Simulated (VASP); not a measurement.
# LiH (Fm-3m) in VASP: settings compared

LiH is run at these levels: PBE, LDA, PBEsol; tasks: electric field gradients, density of states.

Program: VASP 6.6.1. These are calculated values, not measurements. Logs are shortened: lines on timing, memory, paths and dates and some standing lists are left out, and cuts for length are marked.

### Step 1. The cell of the first run

The structure is cubic, space group Fm-3m (No. 225). The conventional cell has a = 4.118 Å, b = 4.118 Å, c = 4.118 Å, α = 90.00°, β = 90.00°, γ = 90.00°. Within 2.7 Å of Li (site symmetry m-3m) lie 6 H at 2.06 Å. H (site symmetry m-3m) has 6 Li at 2.06 Å within 2.7 Å.

### Step 2. Electric field gradients, PBE (volume scaled by 1.04)

File INCAR:

```
SYSTEM = LiH
ALGO = Normal
EDIFF = 1E-8
ENCUT = 520
GGA = PE
ISIF = 2
ISMEAR = -1
LASPH = .TRUE.
LCHARG = .FALSE.
LEFG = .TRUE.
LREAL = .FALSE.
LWAVE = .FALSE.
NBANDS = 9
NELM = 80
PREC = Accurate
SIGMA = 0.03
```

File KPOINTS:

```
k-points
0
G
  11 11 11
  0 0 0
```

File POSCAR:

```
LiH
1.0
    0.0000000000      2.0592464883      2.0592464883
    2.0592464883      0.0000000000      2.0592464883
    2.0592464883      2.0592464883      0.0000000000
Li H
1 1
Direct
    0.0000000000      0.0000000000      0.0000000000
    0.5000000000      0.5000000000      0.5000000000
```

Potentials or basis: VASP PAW PBE potentials, release 64 (Li_sv, H).

On the command line:

```bash
$ cat potpaw_PBE.64/Li_sv/POTCAR potpaw_PBE.64/H/POTCAR > POTCAR
$ mpirun -np 1 vasp_std > vasp.out
```

OUTCAR:

```text
SYSTEM = LiH
   EDIFF = 1E-8
   ENCUT = 520
   GGA = PE
   ISIF = 2
   ISMEAR = -1
   LASPH = .TRUE.
   LREAL = .FALSE.
   NELM = 80
   PREC = Accurate

 ion  position               nearest neighbor table
   1  0.000  0.000  0.000-
   2  0.500  0.500  0.500-

  LATTYP: Found a face centered cubic cell.
 ALAT       =     4.1184929766

  Lattice vectors:

 A1 = (   0.0000000000,   2.0592464883,   2.0592464883)
 A2 = (   2.0592464883,   0.0000000000,   2.0592464883)
 A3 = (   2.0592464883,   2.0592464883,   0.0000000000)

Analysis of symmetry for initial positions (statically):
=====================================================================
 Subroutine PRICEL returns:
 Original cell was already a primitive cell.

 Routine SETGRP: Setting up the symmetry group for a
 face centered cubic supercell.

 Subroutine GETGRP returns: Found 48 space group operations
 (whereof 48 operations were pure point group operations)
 out of a pool of 48 trial point group operations.

The static configuration has the point symmetry O_h .

Analysis of symmetry for dynamics (positions and initial velocities):
=====================================================================
 Subroutine PRICEL returns:
 Original cell was already a primitive cell.

 Routine SETGRP: Setting up the symmetry group for a
 face centered cubic supercell.

 Subroutine GETGRP returns: Found 48 space group operations
 (whereof 48 operations were pure point group operations)
 out of a pool of 48 trial point group operations.

The dynamic configuration has the point symmetry O_h .

 Subroutine INISYM returns: Found 48 space group operations
 (whereof 48 operations are pure point group operations),
 and found     1 'primitive' translations

----------------------------------------------------------------------------------------

                                     Primitive cell

  volume of cell :      17.4645

  direct lattice vectors                    reciprocal lattice vectors
     0.000000000  2.059246488  2.059246488    -0.242807261  0.242807261  0.242807261
     2.059246488  0.000000000  2.059246488     0.242807261 -0.242807261  0.242807261
[... 122 lines left out ...]

 number of electron       4.0000006 magnetization

 Free energy of the ion-electron system (eV)
  ---------------------------------------------------
  ext. energy  EPLUGINS =         0.00000000
  ---------------------------------------------------
  free energy    TOTEN  =        -6.11526268 eV

  energy without entropy =       -6.11526268  energy(sigma->0) =       -6.11526268

 E-fermi :   0.4109     XC(G=0):  -8.2539

 val. band max:       -0.3089159879   @ k =  -0.4545   0.4545   0.0000
 cond. band min:       2.9044692021   @ k =  -0.4545   0.4545   0.0000
 fundamental gap:      3.2133851901
 Fermi energy:         0.4109254678

 k-point     1 :       0.0000    0.0000    0.0000
  band No.  band energies     occupation
      1     -44.6507      2.00000
      2      -5.3993      2.00000
      3      14.7968      0.00000
      4      16.8077      0.00000
      5      16.8077      0.00000
      6      16.8077      0.00000
      7      21.3772      0.00000
      8      21.3772      0.00000
      9      21.3772      0.00000
[... 265 lines left out ...]
 k-point    24 :      -0.1818    0.1818    0.0000
  band No.  band energies     occupation
      1     -44.6283      2.00000
      2      -3.9279      2.00000
      3       9.4520      0.00000
      4       9.7134      0.00000
      5      15.1019      0.00000
      6      16.5728      0.00000
      7      20.3021      0.00000
      8      22.1139      0.00000
      9      23.7185      0.00000

 [... further k-points ...]
[... 5 lines left out ...]
  --------------------------------------------------------------------------------------
  -------------------------------------------------------------------------------------
  Total       -0.3055577     -0.3055577     -0.3055577     -0.0000000      0.0000000     -0.0000000
  in kB      -28.0316573    -28.0316573    -28.0316573     -0.0000000      0.0000000     -0.0000000
  external PRESSURE =     -28.0316573 kB  Pullay stress =       0.0000000 kB

 VOLUME and BASIS-vectors are now :
 -----------------------------------------------------------------------------
  energy-cutoff  :      520.00
  volume of cell :       17.46
      direct lattice vectors                 reciprocal lattice vectors
     0.000000000  2.059246488  2.059246488    -0.242807261  0.242807261  0.242807261
     2.059246488  0.000000000  2.059246488     0.242807261 -0.242807261  0.242807261
     2.059246488  2.059246488  0.000000000     0.242807261  0.242807261 -0.242807261

 POSITION                                       TOTAL-FORCE (eV/Angst)
 -----------------------------------------------------------------------------------
      0.00000      0.00000      0.00000         0.000000      0.000000      0.000000
      2.05925      2.05925      2.05925        -0.000000     -0.000000     -0.000000
 -----------------------------------------------------------------------------------
    total drift:                                0.000000     -0.000000     -0.000000

  FREE ENERGIE OF THE ION-ELECTRON SYSTEM (eV)
  ---------------------------------------------------
  free  energy   TOTEN  =        -6.1152626771 eV

  energy  without entropy=       -6.1152626771  energy(sigma->0) =       -6.11526268

 Electric field gradients (V/A^2)
---------------------------------------------------------------------
 ion       V_xx      V_yy      V_zz      V_xy      V_xz      V_yz
---------------------------------------------------------------------
   1      -0.000     0.000    -0.000    -0.003    -0.003    -0.003
   2      -0.000    -0.000    -0.000     0.001     0.001     0.001
---------------------------------------------------------------------

 Electric field gradients after diagonalization (V/A^2)
 (convention: |V_zz| > |V_xx| > |V_yy|)
----------------------------------------------------------------------
 ion       V_xx      V_yy      V_zz     asymmetry (V_yy - V_xx)/ V_zz
----------------------------------------------------------------------
   1       0.003     0.003    -0.006       0.000
   2      -0.001    -0.001     0.002       0.000
----------------------------------------------------------------------

           NMR quadrupolar parameters

 Cq : quadrupolar parameter    Cq=e*Q*V_zz/h
 eta: asymmetry parameters     (V_yy - V_xx)/ V_zz
 Q  : nuclear electric quadrupole moment in mb (millibarn)
----------------------------------------------------------------------
 ion       Cq(MHz)       eta       Q (mb)
----------------------------------------------------------------------
   1      -0.000       0.000       1.000
   2       0.000       0.000       1.000
----------------------------------------------------------------------
```

OSZICAR:

```text
N       E                     dE             d eps       ncg     rms          rms(c)
DAV:   1    -0.100566463744E+01   -0.10057E+01   -0.15008E+03  1016   0.412E+02
DAV:   2    -0.628255864595E+01   -0.52769E+01   -0.52565E+01  1413   0.579E+01
DAV:   3    -0.635356471591E+01   -0.71006E-01   -0.70974E-01  1254   0.597E+00
DAV:   4    -0.635392917590E+01   -0.36446E-03   -0.36438E-03  1424   0.336E-01
DAV:   5    -0.635392966147E+01   -0.48558E-06   -0.48555E-06  1247   0.121E-02    0.283E+00
DAV:   6    -0.617210773716E+01    0.18182E+00   -0.15594E-01  1132   0.119E+00    0.141E+00
DAV:   7    -0.611334905159E+01    0.58759E-01   -0.19289E-01  1153   0.152E+00    0.219E-01
DAV:   8    -0.611533217354E+01   -0.19831E-02   -0.50473E-03  1196   0.452E-01    0.425E-02
DAV:   9    -0.611526636271E+01    0.65811E-04   -0.16048E-04  1282   0.465E-02    0.860E-03
DAV:  10    -0.611526410883E+01    0.22539E-05   -0.75709E-06  1223   0.194E-02    0.268E-03
DAV:  11    -0.611526329010E+01    0.81873E-06   -0.23163E-07  1428   0.253E-03    0.652E-04
DAV:  12    -0.611526239101E+01    0.89909E-06   -0.49426E-09  1146   0.598E-04    0.481E-04
DAV:  13    -0.611526266245E+01   -0.27144E-06   -0.79805E-09  1092   0.396E-04    0.422E-05
DAV:  14    -0.611526268560E+01   -0.23159E-07   -0.26894E-10   591   0.143E-04    0.286E-05
DAV:  15    -0.611526267527E+01    0.10331E-07   -0.36591E-11   580   0.411E-05    0.237E-06
DAV:  16    -0.611526267708E+01   -0.18107E-08   -0.24425E-12   571   0.141E-05
   1 F= -.61152627E+01 E0= -.61152627E+01  d E =-.526875E-12
```

Run time: 7.3 s. Hardware: 1 thread of Intel Xeon Platinum 8375C at 2.90GHz (Ice Lake), shared host; peak memory 0.13 GiB.

What came out:

| Property | Result |
| --- | --- |
| Free energy | -6.1153 eV |
| Band gap on the k mesh | 3.21 eV, direct |

Levels at points of the mesh, in eV from the valence-band top:
```tsv
k point	band 1	band 2	band 3	band 4	band 5	band 6	band 7
(0.00, 0.00, 0.00)	-44.34	-5.09	15.11	17.12	17.12	17.12	21.69
```

Caveat: the cell differs from its parent crystal (volume scaled by 1.04); the cutoff is under 1.25 times the usual one of these potentials, so pressure, stress and relaxed cells hold a basis-set (Pulay) error; without QUAD_EFG the Cq values of the log hold for a quadrupole moment of 1 mb, not for the nuclei.

### Step 3. Density of states, PBE

This run uses another cell than the first one, of 8.40 Å³/atom, 0.962 times its volume.

File POSCAR:

```
LiH
1.0
    0.0000000000      2.0325000000      2.0325000000
    2.0325000000      0.0000000000      2.0325000000
    2.0325000000      2.0325000000      0.0000000000
Li H
1 1
Direct
    0.0000000000      0.0000000000      0.0000000000
    0.5000000000      0.5000000000      0.5000000000
```

File INCAR.step1:

```
SYSTEM = LiH
ALGO = Normal
EDIFF = 1E-6
ENCUT = 520
GGA = PE
ISIF = 2
ISMEAR = -1
LASPH = .TRUE.
LCHARG = .TRUE.
LREAL = .FALSE.
LWAVE = .FALSE.
NBANDS = 9
NELM = 100
PREC = Accurate
SIGMA = 0.03
```

File KPOINTS.step1:

```
k-points
0
G
  11 11 11
  0 0 0
```

File INCAR.step2:

```
SYSTEM = LiH
ALGO = Normal
EDIFF = 1E-6
ENCUT = 520
GGA = PE
ICHARG = 11
ISIF = 2
ISMEAR = -5
LASPH = .TRUE.
LCHARG = .FALSE.
LORBIT = 11
LREAL = .FALSE.
LWAVE = .FALSE.
NBANDS = 9
NEDOS = 2001
NELM = 100
PREC = Accurate
SIGMA = 0.03
```

File KPOINTS.step2:

```
k-points
0
G
  17 17 17
  0 0 0
```

Potentials or basis: VASP PAW PBE potentials, release 64 (Li_sv, H).

On the command line:

```bash
$ cat potpaw_PBE.64/Li_sv/POTCAR potpaw_PBE.64/H/POTCAR > POTCAR
$ cp INCAR.step1 INCAR
$ cp KPOINTS.step1 KPOINTS
$ mpirun -np 1 vasp_std > vasp.out
$ cp INCAR.step2 INCAR
$ cp KPOINTS.step2 KPOINTS
$ mpirun -np 1 vasp_std > vasp.out
```

Wall time 13 s (1 thread of Intel Xeon Platinum 8375C at 2.90GHz (Ice Lake), shared host); peak memory 0.14 GiB.

It converged, with:

* Valence electrons inside the program's atomic spheres: Li 2.08; H 0.54

Levels at points of the mesh, in eV from the valence-band top:
| k point | band 1 | band 2 | band 3 | band 4 | band 5 | band 6 | band 7 |
| --- | --- | --- | --- | --- | --- | --- | --- |
| (0.00, 0.00, 0.00) | -44.32 | -5.26 | 15.57 | 17.48 | 17.48 | 17.48 | 22.12 |

Caveat: the cutoff is under 1.25 times the usual one of these potentials, so pressure, stress and relaxed cells hold a basis-set (Pulay) error.

### Step 4. Electric field gradients, LDA

This run uses another cell than the first one, of 8.40 Å³/atom, 0.962 times its volume.

File INCAR:

```
SYSTEM = LiH
  ALGO = Normal
  EDIFF = 1E-8
  ENCUT = 520
  GGA = CA
  ISIF = 2
  ISMEAR = -1
  LASPH = .TRUE.
  LCHARG = .FALSE.
  LEFG = .TRUE.
  LREAL = .FALSE.
  LWAVE = .FALSE.
  NBANDS = 9
  NELM = 100
  PREC = Accurate
  SIGMA = 0.03
```

KPOINTS is that of step 2.

POSCAR is that of step 3.

Potentials or basis: VASP PAW LDA potentials, release 64 (Li_sv, H).

On the command line:

```bash
$ cat potpaw_LDA.64/Li_sv/POTCAR potpaw_LDA.64/H/POTCAR > POTCAR
$ mpirun -np 1 vasp_std > vasp.out
```

OUTCAR:

```text
SYSTEM = LiH
   EDIFF = 1E-8
   ENCUT = 520
   GGA = CA
   ISIF = 2
   ISMEAR = -1
   LASPH = .TRUE.
   LREAL = .FALSE.
   NELM = 100
   PREC = Accurate

 ion  position               nearest neighbor table
   1  0.000  0.000  0.000-
   2  0.500  0.500  0.500-

  LATTYP: Found a face centered cubic cell.
 ALAT       =     4.0650000000

  Lattice vectors:

 A1 = (   0.0000000000,   2.0325000000,   2.0325000000)
 A2 = (   2.0325000000,   0.0000000000,   2.0325000000)
 A3 = (   2.0325000000,   2.0325000000,   0.0000000000)

Analysis of symmetry for initial positions (statically):
=====================================================================
 Subroutine PRICEL returns:
 Original cell was already a primitive cell.

 Routine SETGRP: Setting up the symmetry group for a
 face centered cubic supercell.

 Subroutine GETGRP returns: Found 48 space group operations
 (whereof 48 operations were pure point group operations)
 out of a pool of 48 trial point group operations.

The static configuration has the point symmetry O_h .

Analysis of symmetry for dynamics (positions and initial velocities):
=====================================================================
 Subroutine PRICEL returns:
 Original cell was already a primitive cell.

 Routine SETGRP: Setting up the symmetry group for a
 face centered cubic supercell.

 Subroutine GETGRP returns: Found 48 space group operations
 (whereof 48 operations were pure point group operations)
 out of a pool of 48 trial point group operations.

The dynamic configuration has the point symmetry O_h .

[... 156 lines left out ...]
      2      -5.3925      2.00000
      3      15.5906      0.00000
      4      16.9970      0.00000
      5      16.9970      0.00000
      6      16.9970      0.00000
      7      21.7500      0.00000
      8      21.7500      0.00000
      9      21.7500      0.00000
[... 265 lines left out ...]
 k-point    24 :      -0.1818    0.1818    0.0000
  band No.  band energies     occupation
      1     -43.4654      2.00000
      2      -3.9034      2.00000
      3       9.7753      0.00000
      4       9.8229      0.00000
      5      15.4280      0.00000
      6      16.7169      0.00000
      7      20.7494      0.00000
      8      22.5125      0.00000
      9      24.1527      0.00000

 [... further k-points ...]
[... 5 lines left out ...]
  --------------------------------------------------------------------------------------
  -------------------------------------------------------------------------------------
  Total       -0.4297815     -0.4297815     -0.4297815      0.0000000      0.0000000     -0.0000000
  in kB      -41.0049850    -41.0049850    -41.0049850      0.0000000      0.0000000     -0.0000000
  external PRESSURE =     -41.0049850 kB  Pullay stress =       0.0000000 kB

 VOLUME and BASIS-vectors are now :
 -----------------------------------------------------------------------------
  energy-cutoff  :      520.00
  volume of cell :       16.79
      direct lattice vectors                 reciprocal lattice vectors
     0.000000000  2.032500000  2.032500000    -0.246002460  0.246002460  0.246002460
     2.032500000  0.000000000  2.032500000     0.246002460 -0.246002460  0.246002460
     2.032500000  2.032500000  0.000000000     0.246002460  0.246002460 -0.246002460

 POSITION                                       TOTAL-FORCE (eV/Angst)
 -----------------------------------------------------------------------------------
      0.00000      0.00000      0.00000        -0.000000      0.000000      0.000000
      2.03250      2.03250      2.03250         0.000000     -0.000000     -0.000000
 -----------------------------------------------------------------------------------
    total drift:                                0.000000     -0.000000     -0.000000

  FREE ENERGIE OF THE ION-ELECTRON SYSTEM (eV)
  ---------------------------------------------------
  free  energy   TOTEN  =        -6.4720011600 eV

  energy  without entropy=       -6.4720011600  energy(sigma->0) =       -6.47200116

 Electric field gradients (V/A^2)
---------------------------------------------------------------------
 ion       V_xx      V_yy      V_zz      V_xy      V_xz      V_yz
---------------------------------------------------------------------
   1       0.000     0.000    -0.000    -0.002    -0.002    -0.002
   2       0.000    -0.000    -0.000     0.001     0.001     0.001
---------------------------------------------------------------------

 Electric field gradients after diagonalization (V/A^2)
 (convention: |V_zz| > |V_xx| > |V_yy|)
----------------------------------------------------------------------
 ion       V_xx      V_yy      V_zz     asymmetry (V_yy - V_xx)/ V_zz
----------------------------------------------------------------------
   1       0.002     0.002    -0.004       0.000
   2      -0.001    -0.001     0.001       0.000
----------------------------------------------------------------------

           NMR quadrupolar parameters

 Cq : quadrupolar parameter    Cq=e*Q*V_zz/h
 eta: asymmetry parameters     (V_yy - V_xx)/ V_zz
 Q  : nuclear electric quadrupole moment in mb (millibarn)
----------------------------------------------------------------------
 ion       Cq(MHz)       eta       Q (mb)
----------------------------------------------------------------------
   1      -0.000       0.000       1.000
   2       0.000       0.000       1.000
----------------------------------------------------------------------
```

OSZICAR:

```text
N       E                     dE             d eps       ncg     rms          rms(c)
DAV:   1    -0.224553074084E+01   -0.22455E+01   -0.14339E+03  1040   0.396E+02
DAV:   2    -0.666774625786E+01   -0.44222E+01   -0.43966E+01  1426   0.544E+01
DAV:   3    -0.672281475090E+01   -0.55068E-01   -0.55053E-01  1203   0.504E+00
DAV:   4    -0.672310481171E+01   -0.29006E-03   -0.29004E-03  1385   0.322E-01
DAV:   5    -0.672310565742E+01   -0.84571E-06   -0.84569E-06  1227   0.151E-02    0.277E+00
DAV:   6    -0.653350019795E+01    0.18961E+00   -0.17117E-01  1114   0.117E+00    0.135E+00
DAV:   7    -0.647127985252E+01    0.62220E-01   -0.19671E-01  1226   0.139E+00    0.199E-01
DAV:   8    -0.647206227323E+01   -0.78242E-03   -0.38217E-03  1131   0.422E-01    0.453E-02
DAV:   9    -0.647200100366E+01    0.61270E-04   -0.20732E-04  1255   0.514E-02    0.602E-03
DAV:  10    -0.647200108357E+01   -0.79904E-07   -0.55096E-06  1208   0.175E-02    0.346E-03
DAV:  11    -0.647200114942E+01   -0.65853E-07   -0.10034E-07  1334   0.160E-03    0.540E-04
DAV:  12    -0.647200116279E+01   -0.13369E-07   -0.33089E-09   978   0.509E-04    0.570E-04
DAV:  13    -0.647200116001E+01    0.27779E-08   -0.49061E-09   675   0.263E-04
   1 F= -.64720012E+01 E0= -.64720012E+01  d E =-.185867E-13
```

Run time: 6.7 s. Hardware: 1 thread of Intel Xeon 6975P-C, shared host; peak memory 0.12 GiB.

What came out:

| Item | Value |
| --- | --- |
| Free energy | -6.4720 eV |
| Band gap on the k mesh | 2.84 eV, direct |

Levels at points of the mesh, in eV from the valence-band top:
```tsv
k point	band 1	band 2	band 3	band 4	band 5	band 6	band 7
(0.00, 0.00, 0.00)	-43.46	-5.35	15.63	17.04	17.04	17.04	21.79
```

Caveat: the cutoff is under 1.25 times the usual one of these potentials, so pressure, stress and relaxed cells hold a basis-set (Pulay) error; without QUAD_EFG the Cq values of the log hold for a quadrupole moment of 1 mb, not for the nuclei.

(Continued in part 2 of 2.)
